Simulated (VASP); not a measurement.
# Ti (Im-3m) in VASP: further runs

Ti is run at these levels: HSE06, BHLYP; tasks: single point.

Everything below comes from runs of VASP 6.6.1. Logs are shortened: lines on timing, memory, paths and dates and some standing lists are left out, and cuts for length are marked.

## Step 1: The cell of the first run

The structure is cubic, space group Im-3m (No. 229). The conventional cell has a = 3.304 Å, b = 3.304 Å, c = 3.304 Å, α = 90.00°, β = 90.00°, γ = 90.00°. Within 3.8 Å of Ti (site symmetry m-3m) lie 14 Ti at 2.86 to 3.30 Å.

This isn't the form of Ti at room conditions, which is hcp.

## Step 2: Single point, HSE06

POSCAR

```
Ti
1.0
   -1.6518678664      1.6518678664      1.6518678664
    1.6518678664     -1.6518678664      1.6518678664
    1.6518678664      1.6518678664     -1.6518678664
Ti
1
Direct
    0.0000000000      0.0000000000      0.0000000000
```

INCAR.step1

```
SYSTEM = Ti
PREC = Accurate
ENCUT = 520
EDIFF = 1E-5
ISMEAR = -1
SIGMA = 0.05
LREAL = .FALSE.
LASPH = .TRUE.
NELM = 60
ALGO = Normal
ISIF = 2
LWAVE = .TRUE.
LCHARG = .FALSE.
GGA = PE
NBANDS = 12
```

INCAR.step2

```
SYSTEM = Ti
PREC = Accurate
ENCUT = 520
EDIFF = 1E-7
ISMEAR = -1
SIGMA = 0.05
LREAL = .FALSE.
LASPH = .TRUE.
NELM = 60
ALGO = Normal
ISIF = 2
LWAVE = .FALSE.
LCHARG = .FALSE.
GGA = PE
LHFCALC = .TRUE.
HFSCREEN = 0.2079
PRECFOCK = Normal
ISTART = 1
NBANDS = 12
```

KPOINTS

```
Automatic mesh
0
G
  8 8 8
  0 0 0
```

Potentials or basis: VASP PAW PBE potentials, release 64 (Ti_sv).

Launch:

```sh
> cat potpaw_PBE.64/Ti_sv/POTCAR > POTCAR
> cp INCAR.step1 INCAR
> mpirun -np 1 vasp_std > vasp.out
> cp INCAR.step2 INCAR
> mpirun -np 1 vasp_std > vasp.out
```

OUTCAR:

```text
SYSTEM = Ti
   PREC = Accurate
   ENCUT = 520
   EDIFF = 1E-7
   ISMEAR = -1
   LREAL = .FALSE.
   LASPH = .TRUE.
   NELM = 60
   ISIF = 2
   GGA = PE
   LHFCALC = .TRUE.
   HFSCREEN = 0.2079
   PRECFOCK = Normal
   ISTART = 1

 ion  position               nearest neighbor table
   1  0.000  0.000  0.000-

  LATTYP: Found a body centered cubic cell.
 ALAT       =     3.3037357328

  Lattice vectors:

 A1 = (  -1.6518678664,   1.6518678664,   1.6518678664)
 A2 = (   1.6518678664,  -1.6518678664,   1.6518678664)
 A3 = (   1.6518678664,   1.6518678664,  -1.6518678664)

Analysis of symmetry for initial positions (statically):
=====================================================================
 Subroutine PRICEL returns:
 Original cell was already a primitive cell.

 Routine SETGRP: Setting up the symmetry group for a
 body centered cubic supercell.

 Subroutine GETGRP returns: Found 48 space group operations
 (whereof 48 operations were pure point group operations)
 out of a pool of 48 trial point group operations.

The static configuration has the point symmetry O_h .

Analysis of symmetry for dynamics (positions and initial velocities):
=====================================================================
 Subroutine PRICEL returns:
 Original cell was already a primitive cell.

 Routine SETGRP: Setting up the symmetry group for a
 body centered cubic supercell.

 Subroutine GETGRP returns: Found 48 space group operations
 (whereof 48 operations were pure point group operations)
 out of a pool of 48 trial point group operations.

The dynamic configuration has the point symmetry O_h .

 Subroutine INISYM returns: Found 48 space group operations
 (whereof 48 operations are pure point group operations),
 and found     1 'primitive' translations

----------------------------------------------------------------------------------------

                                     Primitive cell

  volume of cell :      18.0296

  direct lattice vectors                    reciprocal lattice vectors
    -1.651867866  1.651867866  1.651867866     0.000000000  0.302687648  0.302687648
     1.651867866 -1.651867866  1.651867866     0.302687648  0.000000000  0.302687648
     1.651867866  1.651867866 -1.651867866     0.302687648  0.302687648  0.000000000

  length of vectors
     2.861119072  2.861119072  2.861119072     0.428064978  0.428064978  0.428064978

  position of ions in fractional coordinates (direct lattice)
[... 87 lines left out ...]
   PSTRESS=    0.0 pullay stress
   NELECT =      12.0000    total number of electrons
   NUPDOWN=      -1.0000    fix difference up-down
   EMIN   =  10.00;   EMAX   =-10.00  energy-range for DOS
   EFERMI =   0.00;   METHOD = LEGACY
   ISMEAR =    -1;   SIGMA  =   0.05  broadening in eV -4-tet -1-fermi 0-gaus
   EFERMI_NEDOS =   21; number of points for ismear=-14 and -15
   IALGO  =     38    algorithm
   IMIX   =      1    mixing-type and parameters
     AMIX     =   0.40;   BMIX     =  1.00
     AMIX_MAG =   1.60;   BMIX_MAG =  1.00
  volume/ion in A,a.u.               =      18.03       121.67
  Fermi-wavevector in a.u.,A,eV,Ry     =   1.429354  2.701088 27.797440  2.043054
  Thomas-Fermi vector in A             =   2.549317
   LORBIT       =      0    0 simple, 1 ext, 2 COOP (PROOUT), +10 PAW based schemes
   GGA     = PE    functional components
   LHFCALC =     T    Hartree Fock is set to
   PRECFOCK=normal    Normal, Fast or Accurate (Low or Medium for compatibility)
   ENCUT4O =  -1.0   cutoff for four orbital integrals eV
   NKREDX  =     1    reduce k-point grid by
   NKREDY  =     1    reduce k-point grid by
   NKREDZ  =     1    reduce k-point grid by
   AEXX    =    0.2500 exact exchange contribution
   HFSCREEN=    0.2079 screening length (either q_TF or 0.3 A-1)
   HFSCREENC=   0.2079 screening length for correlation (either q_TF or 0.3 A-1)
   ENCUTFOCK=  -1.0 apply spherical cutoff to Coloumb kernel
   IVDW    =     0    specifies the selected vdW correction
   LEPSILON=     F    determine dielectric tensor
   LRPA    =     F    only Hartree local field effects (RPA)
 non-spin polarized calculation
  energy-cutoff  :      520.00
  volume of cell :       18.03
 maximum number of plane-waves:       496
 NGX is ok and might be reduce to    24
  NGX = 16; NGY = 16; NGZ = 16

 number of electron      12.0000003 magnetization

 Free energy of the ion-electron system (eV)
  ---------------------------------------------------
  ext. energy  EPLUGINS =         0.00000000
  ---------------------------------------------------
  free energy    TOTEN  =        -9.22543319 eV

  energy without entropy =       -9.20613870  energy(sigma->0) =       -9.21578594

 E-fermi :   7.7607     XC(G=0):  -9.3358

 val. band max:        7.7589964183   @ k =   0.3750   0.0000   0.0000
 cond. band min:       7.8144470234   @ k =   0.1250   0.1250   0.1250
 fundamental gap:      0.0554506051
 Fermi energy:         7.7607399379

 k-point     1 :       0.0000    0.0000    0.0000
  band No.  band energies     occupation
      1     -53.9107      2.00000
      2     -28.1228      2.00000
      3     -28.1228      2.00000
      4     -28.1228      2.00000
      5       0.6189      2.00000
      6       9.3069      0.00000
      7       9.3069      0.00000
      8       9.3069      0.00000
      9      11.0714      0.00000
     10      11.0714      0.00000
     11      25.7735      0.00000
     12      25.7735      0.00000
[... 331 lines left out ...]
 k-point    24 :      -0.3750    0.3750    0.2500
  band No.  band energies     occupation
      1     -53.7640      2.00000
      2     -28.5934      2.00000
      3     -28.4006      2.00000
      4     -28.3474      2.00000
      5       5.4037      2.00000
      6       6.7284      2.00000
      7       9.4340      0.00000
      8       9.9454      0.00000
      9      11.7411      0.00000
     10      12.5766      0.00000
     11      19.3688      0.00000
     12      21.1983      0.00000

 [... further k-points ...]
[... 5 lines left out ...]
  --------------------------------------------------------------------------------------
  -------------------------------------------------------------------------------------
  Total       -0.6170256     -0.6170256     -0.6170256      0.0000000      0.0000000      0.0000000
  in kB      -54.8312176    -54.8312176    -54.8312176      0.0000000      0.0000000      0.0000000
  external PRESSURE =     -54.8312176 kB  Pullay stress =       0.0000000 kB

 VOLUME and BASIS-vectors are now :
 -----------------------------------------------------------------------------
  energy-cutoff  :      520.00
  volume of cell :       18.03
      direct lattice vectors                 reciprocal lattice vectors
    -1.651867866  1.651867866  1.651867866     0.000000000  0.302687648  0.302687648
     1.651867866 -1.651867866  1.651867866     0.302687648  0.000000000  0.302687648
     1.651867866  1.651867866 -1.651867866     0.302687648  0.302687648  0.000000000

 POSITION                                       TOTAL-FORCE (eV/Angst)
 -----------------------------------------------------------------------------------
      0.00000      0.00000      0.00000         0.000000      0.000000     -0.000000
 -----------------------------------------------------------------------------------
    total drift:                               -0.000000      0.000000      0.000000

  FREE ENERGIE OF THE ION-ELECTRON SYSTEM (eV)
  ---------------------------------------------------
  free  energy   TOTEN  =        -9.2254331870 eV

  energy  without entropy=       -9.2061387006  energy(sigma->0) =       -9.21578594
```

OSZICAR.step1:

```text
N       E                     dE             d eps       ncg     rms          rms(c)
DAV:   1     0.897808592602E+02    0.89781E+02   -0.65116E+03   696   0.118E+03
DAV:   2    -0.431875603583E+01   -0.94100E+02   -0.91840E+02   716   0.306E+02
DAV:   3    -0.874849404333E+01   -0.44297E+01   -0.43795E+01   948   0.662E+01
DAV:   4    -0.883224170944E+01   -0.83748E-01   -0.83569E-01   824   0.813E+00
DAV:   5    -0.883359703439E+01   -0.13553E-02   -0.13553E-02   820   0.974E-01    0.803E+00
DAV:   6    -0.771568274180E+01    0.11179E+01   -0.27338E+00   752   0.230E+01    0.197E+00
DAV:   7    -0.771562267697E+01    0.60065E-04   -0.63821E-02   800   0.251E+00    0.122E+00
DAV:   8    -0.772382141474E+01   -0.81987E-02   -0.33086E-02   756   0.200E+00    0.909E-02
DAV:   9    -0.772424243462E+01   -0.42102E-03   -0.16710E-03   828   0.356E-01    0.626E-02
DAV:  10    -0.772427588324E+01   -0.33449E-04   -0.20952E-04   752   0.135E-01    0.148E-02
DAV:  11    -0.772425861417E+01    0.17269E-04   -0.23045E-05   724   0.670E-02    0.706E-03
DAV:  12    -0.772425978671E+01   -0.11725E-05   -0.11519E-06   376   0.132E-02
   1 F= -.77242598E+01 E0= -.77142245E+01  d E =-.200706E-01
```

Run time: 76 min. Hardware: 1 thread of AMD EPYC 7R43 (Zen 3), shared host; peak memory 0.22 GiB.

Results:

```
Free energy            : -9.2254 eV
Pressure               : -5.5 GPa
Band gap on the k mesh : zero (bands 6 and 7 overlap by 2.47 eV)
```

Caveat: the cell stands under tension; the PAW data sets were made with another functional, which shifts forces and pressure a little.

## Step 3: Single point, BHLYP

POSCAR is that of step 2.

INCAR.step1

```
PREC = Accurate ; ENCUT = 520
EDIFF = 1E-5 ; ISMEAR = -1
SIGMA = 0.05 ; LREAL = False
LASPH = True ; NELM = 80
ALGO = Normal ; ISIF = 2
LWAVE = True ; LCHARG = False
GGA = PE ; NBANDS = 12
```

INCAR.step2

```
PREC = Accurate ; ENCUT = 520
EDIFF = 1E-7 ; ISMEAR = -1
SIGMA = 0.05 ; LREAL = False
LASPH = True ; NELM = 80
ALGO = Normal ; ISIF = 2
LWAVE = False ; LCHARG = False
GGA = B5 ; LHFCALC = True
AEXX = 0.5 ; ALDAX = 0.5
AGGAX = 0.5 ; AGGAC = 1.0
ALDAC = 0.0 ; PRECFOCK = Normal
ISTART = 1 ; NBANDS = 12
```

KPOINTS

```
Automatic mesh
0
Gamma
  6 6 6
```

Potentials or basis: VASP PAW PBE potentials, release 64 (Ti_sv).

Launch:

```sh
> cat potpaw_PBE.64/Ti_sv/POTCAR > POTCAR
> cp INCAR.step1 INCAR
> mpirun -np 1 vasp_std > vasp.out
> cp INCAR.step2 INCAR
> mpirun -np 1 vasp_std > vasp.out
```

Run time: 8.9 min. Hardware: 1 thread of AMD EPYC 7R13 (Zen 3), shared host; peak memory 0.12 GiB.

It converged, with:

| Item | Value |
| --- | --- |
| Free energy | -11.8972 eV |
| Pressure | -5.0 GPa |
| Band gap on the k mesh | zero (bands 6 and 7 overlap by 4.72 eV) |

Levels at points of the mesh, in eV from the Fermi level:
```
           k point  band 4  band 5  band 6  band 7  band 8  band 9
(0.00, 0.00, 0.00)  -40.10   -9.27    3.03    3.03    3.03    4.64
(0.50, 0.00, 0.00)  -40.11   -4.32   -0.54    0.75    4.63    4.79
(0.50, 0.50, 0.50)  -40.53   -4.16   -4.16    6.18    6.18    6.18
```

Caveat: the k points lie up to 0.45 Å⁻¹ apart, too coarse for converged energies and pressures of a metal; the PAW data sets were made with another functional, which shifts forces and pressure a little.

The gap in the log of VASP goes by the Fermi energy; the results here count the filled bands.